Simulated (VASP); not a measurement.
# SiC (Moissanite 3C) (F-43m) in VASP: further runs

The runs below take SiC (Moissanite 3C) through single point, with r2SCAN.

Program: VASP 6.6.1. These are calculated values, not measurements. Logs are shortened: lines on timing, memory, paths and dates and some standing lists are left out, and cuts for length are marked.

**What was measured.**

“Insight into the structural, elastic and electronic properties of a new orthorhombic 6O-SiC polytype”, 2020, pmc:7200658 quotes, for a bulk crystal of SiC: band gap 2.4 eV (indirect).

How close the calculation comes is told below.

**1. The cell of the first run**

Symmetry: F-43m, No. 216, cubic system. Conventional cell: a = 4.356 Å, b = 4.356 Å, c = 4.356 Å, α = 90.00°, β = 90.00°, γ = 90.00°. Within 2.5 Å of Si (site symmetry -43m) lie 4 C at 1.89 Å. Within 2.5 Å of C (site symmetry -43m) lie 4 Si at 1.89 Å.

**2. Single point, r2SCAN**

Contents of POSCAR:

```
SiC
1.0
    3.0804126145      0.0000000001      0.0000000000
    1.5402063073      2.6677155784      0.0000000000
    1.5402063072      0.8892385261      2.5151463675
Si C
1 1
Direct
    0.0000000015     -0.0000000031      0.0000000015
    0.2499999985      0.2500000031      0.2499999985
```

Contents of INCAR.step1:

```
ALGO = Normal
EDIFF = 1E-5
ENCUT = 660
GGA = PE
GGA_COMPAT = F
ISMEAR = 0
LASPH = T
LCHARG = F
LREAL = F
LWAVE = T
NBANDS = 11
NELM = 120
PREC = Accurate
SIGMA = 0.01
```

Contents of INCAR.step2:

```
ALGO = Normal
EDIFF = 1E-6
ENCUT = 660
GGA_COMPAT = F
ISIF = 2
ISMEAR = 0
ISTART = 1
LASPH = T
LCHARG = F
LMIXTAU = T
LREAL = F
LWAVE = F
METAGGA = R2SCAN
NBANDS = 11
NELM = 120
PREC = Accurate
SIGMA = 0.01
```

Contents of KPOINTS:

```
k-points
0
Gamma
  8 8 8
```

Potentials or basis: VASP PAW PBE potentials, release 64 (Si, C).

Command:

```bash
> cat potpaw_PBE.64/Si/POTCAR potpaw_PBE.64/C/POTCAR > POTCAR
> cp INCAR.step1 INCAR
> mpirun -np 1 vasp_std > vasp.out
> cp INCAR.step2 INCAR
> mpirun -np 1 vasp_std > vasp.out
```

OUTCAR:

```text
EDIFF = 1E-6
   ENCUT = 660
   ISIF = 2
   ISMEAR = 0
   ISTART = 1
   LASPH = T
   LREAL = F
   METAGGA = R2SCAN
   NELM = 120
   PREC = Accurate

 ion  position               nearest neighbor table
   1  0.000  1.000  0.000-   2 1.89   2 1.89   2 1.89   2 1.89
   2  0.250  0.250  0.250-   1 1.89   1 1.89   1 1.89   1 1.89

  LATTYP: Found a face centered cubic cell.
 ALAT       =     4.3563612973

  Lattice vectors:

 A1 = (   3.0804126145,   0.0000000001,   0.0000000000)
 A2 = (   1.5402063073,   2.6677155784,   0.0000000000)
 A3 = (   1.5402063072,   0.8892385261,   2.5151463675)

Analysis of symmetry for initial positions (statically):
=====================================================================
 Subroutine PRICEL returns:
 Original cell was already a primitive cell.

 Routine SETGRP: Setting up the symmetry group for a
 face centered cubic supercell.

 Subroutine GETGRP returns: Found 24 space group operations
 (whereof 24 operations were pure point group operations)
 out of a pool of 48 trial point group operations.

The static configuration has the point symmetry T_d .

Analysis of symmetry for dynamics (positions and initial velocities):
=====================================================================
 Subroutine PRICEL returns:
 Original cell was already a primitive cell.

 Routine SETGRP: Setting up the symmetry group for a
 face centered cubic supercell.

 Subroutine GETGRP returns: Found 24 space group operations
 (whereof 24 operations were pure point group operations)
 out of a pool of 48 trial point group operations.

The dynamic configuration has the point symmetry T_d .

 Subroutine INISYM returns: Found 24 space group operations
 (whereof 24 operations are pure point group operations),
 and found     1 'primitive' translations

----------------------------------------------------------------------------------------

                                     Primitive cell

  volume of cell :      20.6686

  direct lattice vectors                    reciprocal lattice vectors
     3.080412615  0.000000000  0.000000000     0.324631835 -0.187426277 -0.132530392
     1.540206307  2.667715578  0.000000000    -0.000000000  0.374852555 -0.132530392
     1.540206307  0.889238526  2.515146367     0.000000000  0.000000000  0.397591175

  length of vectors
     3.080412615  3.080412615  3.080412614     0.397591175  0.397591175  0.397591175

  position of ions in fractional coordinates (direct lattice)
     0.000000001  0.999999997  0.000000001
     0.249999999  0.250000003  0.249999999

  ion indices of the primitive-cell ions
   primitive index   ion index
                 1           1
                 2           2

----------------------------------------------------------------------------------------

 KPOINTS: k-points

Automatic generation of k-mesh.
 Grid dimensions read from file:
 generate k-points for:    8    8    8

 Generating k-lattice:

  Cartesian coordinates                     Fractional coordinates (reciprocal lattice)
     0.040578979 -0.023428285 -0.016566299     0.125000000  0.000000000 -0.000000000
    -0.000000000  0.046856569 -0.016566299    -0.000000000  0.125000000  0.000000000
     0.000000000  0.000000000  0.049698897     0.000000000  0.000000000  0.125000000

  Length of vectors
     0.049698897  0.049698897  0.049698897

  Shift w.r.t. Gamma in fractional coordinates (k-lattice)
     0.000000000  0.000000000  0.000000000

 Subroutine IBZKPT returns following result:
 ===========================================

 Found     29 irreducible k-points:

 Following reciprocal coordinates:
            Coordinates               Weight
  0.000000  0.000000  0.000000      1.000000
  0.125000  0.000000  0.000000      8.000000
  0.250000  0.000000  0.000000      8.000000
  0.375000 -0.000000  0.000000      8.000000
  0.500000  0.000000  0.000000      4.000000
  0.125000  0.125000  0.000000      6.000000
[... 16 lines left out ...]
  0.500000  0.250000  0.125000     48.000000
 -0.375000  0.250000  0.125000     24.000000
 [... further k-points ...]
   k-points           NKPTS =     29   k-points in BZ     NKDIM =     29   number of bands    NBANDS=     11
   number of dos      NEDOS =    301   number of ions     NIONS =      2
   total plane-waves  NPLWV =  21952
   dimension x,y,z NGX =    28 NGY =   28 NGZ =   28
   dimension x,y,z NGXF=    56 NGYF=   56 NGZF=   56
   ions per type =               1   1
   NGX,Y,Z   is equivalent  to a cutoff of  15.11, 15.11, 15.11 a.u.
   NGXF,Y,Z  is equivalent  to a cutoff of  30.22, 30.22, 30.22 a.u.
 SYSTEM =  unknown system
   PREC   = accura    normal or accurate (medium, high low for compatibility)
   ISTART =      1    job   : 0-new  1-cont  2-samecut
   ICHARG =      0    charge: 1-file 2-atom 10-const
   ISPIN  =      1    spin polarized calculation?
   LNONCOLLINEAR =      F non collinear calculations
   LSORBIT =      F    spin-orbit coupling
   LASPH  =      T    aspherical Exc in radial PAW
   ENCUT  =  660.0 eV  48.51 Ry    6.96 a.u.   6.45  6.45  6.45*2*pi/ulx,y,z
   NELM   =    120;   NELMIN=  2; NELMDL=  0     # of ELM steps
   EDIFF  = 0.1E-05   stopping-criterion for ELM
   LREAL  =      F    real-space projection
   EDIFFG = 0.1E-04   stopping-criterion for IOM
   NSW    =      0    number of steps for IOM
   IBRION =     -1    ionic relax: 0-MD 1-quasi-New 2-CG
   NFREE  =      0    steps in history (QN), initial steepest desc. (CG)
   ISIF   =      2    stress and relaxation
   ISYM   =      2    0-nonsym 1-usesym 2-fastsym
   POTIM  = 0.5000    time-step for ionic-motion
   TEBEG  =    0.0;   TEEND  =   0.0 temperature during run
   PSTRESS=    0.0 pullay stress
   NELECT =       8.0000    total number of electrons
   NUPDOWN=      -1.0000    fix difference up-down
   EMIN   =  10.00;   EMAX   =-10.00  energy-range for DOS
   EFERMI =   0.00;   METHOD = LEGACY
   ISMEAR =     0;   SIGMA  =   0.01  broadening in eV -4-tet -1-fermi 0-gaus
   EFERMI_NEDOS =   21; number of points for ismear=-14 and -15
   IALGO  =     38    algorithm
   IMIX   =      4    mixing-type and parameters
     AMIX     =   0.40;   BMIX     =  1.00
     AMIX_MAG =   1.60;   BMIX_MAG =  1.00
  volume/ion in A,a.u.               =      10.33        69.74
  Fermi-wavevector in a.u.,A,eV,Ry     =   1.193075  2.254584 19.366900  1.423427
  Thomas-Fermi vector in A             =   2.329098
   LORBIT       =      0    0 simple, 1 ext, 2 COOP (PROOUT), +10 PAW based schemes
   METAGGA = R2SCAN    functional components
   LHFCALC =     F    Hartree Fock is set to
   AEXX    =    0.0000 exact exchange contribution
   IVDW    =     0    specifies the selected vdW correction
   LEPSILON=     F    determine dielectric tensor
   LRPA    =     F    only Hartree local field effects (RPA)
 non-spin polarized calculation
 Gauss-broadening in eV      SIGMA  =   0.01
  energy-cutoff  :      660.00
  volume of cell :       20.67
 maximum number of plane-waves:       821
 NGX is ok and might be reduce to    28
   NGX = 13   NGY = 13   NGZ = 13

 number of electron       8.0000000 magnetization

 Free energy of the ion-electron system (eV)
  ---------------------------------------------------
  ext. energy  EPLUGINS =         0.00000000
  ---------------------------------------------------
  free energy    TOTEN  =       -19.33059574 eV

  energy without entropy =      -19.33059574  energy(sigma->0) =      -19.33059574

 E-fermi :   8.1003     XC(G=0): -11.9389

 val. band max:        7.9935726520   @ k =   0.0000   0.0000   0.0000
 cond. band min:       9.7193130586   @ k =   0.5000   0.5000   0.0000
 fundamental gap:      1.7257404065
 Fermi energy:         8.1003060291

 k-point     1 :       0.0000    0.0000    0.0000
  band No.  band energies     occupation
      1      -8.1938      2.00000
      2       7.9936      2.00000
      3       7.9936      2.00000
      4       7.9936      2.00000
      5      14.8426      0.00000
      6      15.8528      0.00000
      7      15.8528      0.00000
      8      15.8528      0.00000
      9      23.2107      0.00000
     10      23.2107      0.00000
     11      25.7761      0.00000

 k-point     2 :       0.1250    0.0000    0.0000
  band No.  band energies     occupation
      1      -7.8779      2.00000
      2       6.4497      2.00000
      3       7.7835      2.00000
      4       7.7835      2.00000
      5      15.0623      0.00000
      6      16.2269      0.00000
      7      16.2269      0.00000
      8      16.4885      0.00000
      9      21.9974      0.00000
     10      21.9974      0.00000
     11      25.1468      0.00000

 k-point     3 :       0.2500    0.0000    0.0000
  band No.  band energies     occupation
      1      -6.9570      2.00000
      2       3.5226      2.00000
      3       7.3580      2.00000
      4       7.3580      2.00000
      5      14.5645      0.00000
      6      16.4855      0.00000
      7      16.4855      0.00000
      8      18.1743      0.00000
      9      21.8620      0.00000
     10      21.8620      0.00000
     11      24.1878      0.00000

 k-point     4 :       0.3750   -0.0000    0.0000
  band No.  band energies     occupation
      1      -5.5715      2.00000
      2       0.6881      2.00000
      3       7.0128      2.00000
      4       7.0128      2.00000
      5      14.1435      0.00000
      6      16.0216      0.00000
      7      16.0216      0.00000
      8      18.9157      0.00000
      9      24.0175      0.00000
     10      24.0176      0.00000
     11      24.6624      0.00000
[... 239 lines left out ...]
 k-point    22 :       0.3750    0.2500    0.1250
  band No.  band energies     occupation
      1      -6.1583      2.00000
      2       3.3022      2.00000
      3       5.0345      2.00000
      4       6.6654      2.00000
      5      13.8989      0.00000
      6      16.2585      0.00000
      7      17.1055      0.00000
      8      18.8234      0.00000
      9      21.0833      0.00000
     10      24.9841      0.00000
     11      28.5349      0.00000

 k-point    23 :       0.5000    0.2500    0.1250
  band No.  band energies     occupation
      1      -4.8334      2.00000
      2       1.2183      2.00000
      3       4.2639      2.00000
      4       5.9959      2.00000
      5      13.8353      0.00000
      6      16.2013      0.00000
      7      17.9120      0.00000
      8      19.2197      0.00000
      9      22.3416      0.00000
     10      25.5593      0.00000
     11      28.5181      0.00000

 k-point    24 :      -0.3750    0.2500    0.1250
  band No.  band energies     occupation
      1      -3.9044      2.00000
      2      -0.0945      2.00000
      3       4.1438      2.00000
      4       5.6478      2.00000
      5      13.7762      0.00000
      6      15.8638      0.00000
      7      18.9063      0.00000
      8      19.8591      0.00000
      9      22.3453      0.00000
     10      25.2606      0.00000
     11      28.5493      0.00000

 [... further k-points ...]
[... 5 lines left out ...]
  --------------------------------------------------------------------------------------
  -------------------------------------------------------------------------------------
  Total       -0.0505337     -0.0505337     -0.0505337     -0.0000000      0.0000000      0.0000000
  in kB       -3.9172385     -3.9172385     -3.9172385     -0.0000000      0.0000000      0.0000000
  external PRESSURE =      -3.9172385 kB  Pullay stress =       0.0000000 kB

 VOLUME and BASIS-vectors are now :
 -----------------------------------------------------------------------------
  energy-cutoff  :      660.00
  volume of cell :       20.67
      direct lattice vectors                 reciprocal lattice vectors
     3.080412615  0.000000000  0.000000000     0.324631835 -0.187426277 -0.132530392
     1.540206307  2.667715578  0.000000000    -0.000000000  0.374852555 -0.132530392
     1.540206307  0.889238526  2.515146367     0.000000000  0.000000000  0.397591175

 POSITION                                       TOTAL-FORCE (eV/Angst)
 -----------------------------------------------------------------------------------
      1.54021      2.66772      0.00000        -0.000000     -0.000000      0.000000
      1.54021      0.88924      0.62879         0.000000      0.000000     -0.000000
 -----------------------------------------------------------------------------------
    total drift:                                0.000001     -0.000002      0.000001

  FREE ENERGIE OF THE ION-ELECTRON SYSTEM (eV)
  ---------------------------------------------------
  free  energy   TOTEN  =       -19.3305957421 eV

  energy  without entropy=      -19.3305957421  energy(sigma->0) =      -19.33059574
```

Run time: 41 s. Hardware: 1 thread of AMD EPYC 7R43 (Zen 3), shared host; peak memory 0.12 GiB.

What came out:

```
Free energy            : -19.3306 eV
Pressure               : -0.4 GPa
Band gap on the k mesh : 1.73 eV, indirect (least direct gap 5.06 eV)
```

Levels at points of the mesh, in eV from the valence-band top:
```tsv
k point	band 1	band 2	band 3	band 4	band 5	band 6	band 7	band 8	band 9
(0.00, 0.00, 0.00)	-16.19	0.00	0.00	0.00	6.85	7.86	7.86	7.86	15.22
(0.50, 0.00, 0.00)	-12.56	-8.82	-1.11	-1.11	6.00	7.76	7.76	10.96	17.43
(0.50, 0.50, 0.00)	-11.09	-8.05	-3.34	-3.34	1.73	4.83	15.14	15.14	16.01
```

Caveat: the PAW data sets were made with another functional, which shifts forces and pressure a little.

**3. Single point, r2SCAN**

Contents of POSCAR:

```
SiC
1.0
    3.0815710000      0.0000000000      0.0000000000
    1.5407855000      2.6687187696      0.0000000000
    1.5407855000      0.8895729232      2.5160921854
Si C
1 1
Direct
    0.0000000000      0.0000000000      0.0000000000
    0.2500000000      0.2500000000      0.2500000000
```

Contents of INCAR.step1:

```
PREC     = Accurate       # precision mode
ENCUT    = 660            # plane-wave cutoff, eV
ISMEAR   = 0              # smearing method
SIGMA    = 0.01           # smearing width, eV
LREAL    = False          # projectors in reciprocal space
LASPH    = True           # aspherical terms in the spheres
NELM     = 120            # most SCF steps
NBANDS   = 11             # bands
GGA      = PE             # functional
ALGO     = Normal         # electronic algorithm
EDIFF    = 1E-5           # SCF threshold, eV
LWAVE    = True           # write WAVECAR
LCHARG   = False          # write CHGCAR
GGA_COMPAT= False
```

Contents of INCAR.step2:

```
PREC     = Accurate       # precision mode
ENCUT    = 660            # plane-wave cutoff, eV
EDIFF    = 1E-6           # SCF threshold, eV
ISMEAR   = 0              # smearing method
SIGMA    = 0.01           # smearing width, eV
LREAL    = False          # projectors in reciprocal space
LASPH    = True           # aspherical terms in the spheres
NELM     = 120            # most SCF steps
ALGO     = Normal         # electronic algorithm
ISIF     = 2              # what is computed and relaxed
LWAVE    = False          # write WAVECAR
LCHARG   = True           # write CHGCAR
METAGGA  = R2SCAN         # meta-GGA
LMIXTAU  = True         
LELF     = True           # ELF
LVHAR    = True         
NBANDS   = 11             # bands
ISTART   = 1            
GGA_COMPAT= False
```

Contents of KPOINTS:

```
Automatic mesh
0
Gamma
  8 8 8
```

Potentials or basis: VASP PAW PBE potentials, release 64 (Si, C).

Command:

```bash
> cat potpaw_PBE.64/Si/POTCAR potpaw_PBE.64/C/POTCAR > POTCAR
> cp INCAR.step1 INCAR
> mpirun -np 1 vasp_std > vasp.out
> cp INCAR.step2 INCAR
> mpirun -np 1 vasp_std > vasp.out
```

Run time: 42 s. Hardware: 1 thread of AMD EPYC 7R43 (Zen 3), shared host; peak memory 0.13 GiB.

The run converged. Its results:

- Free energy: -19.3306 eV
- Pressure: -0.6 GPa
- Band gap on the k mesh: 1.73 eV, indirect (least direct gap 5.06 eV)

Levels at points of the mesh, in eV from the valence-band top:
| k point | band 1 | band 2 | band 3 | band 4 | band 5 | band 6 | band 7 | band 8 |
| --- | --- | --- | --- | --- | --- | --- | --- | --- |
| (0.00, 0.00, 0.00) | -16.18 | 0.00 | 0.00 | 0.00 | 6.83 | 7.85 | 7.85 | 7.85 |
| (0.50, 0.00, 0.00) | -12.55 | -8.82 | -1.11 | -1.11 | 5.99 | 7.75 | 7.75 | 10.95 |
| (0.50, 0.50, 0.00) | -11.09 | -8.05 | -3.33 | -3.33 | 1.73 | 4.82 | 15.13 | 15.13 |

Caveat: the PAW data sets were made with another functional, which shifts forces and pressure a little.

**4. How close it comes**

Step 2. A measured gap of SiC is 2.4 eV (indirect; quoted in “Insight into the structural, elastic and electronic properties of a new orthorhombic 6O-SiC polytype”, 2020, pmc:7200658); the calculated 1.73 eV misses it by -0.67 eV. The value is that of r2SCAN on a finite k mesh, which can miss the band edges, without temperature or zero-point motion.

Step 3. Against the measured gap of SiC, 2.4 eV (indirect; quoted in “Insight into the structural, elastic and electronic properties of a new orthorhombic 6O-SiC polytype”, 2020, pmc:7200658), the calculated 1.73 eV is off by -0.67 eV. The value is that of r2SCAN on a finite k mesh, which can miss the band edges, without temperature or zero-point motion.
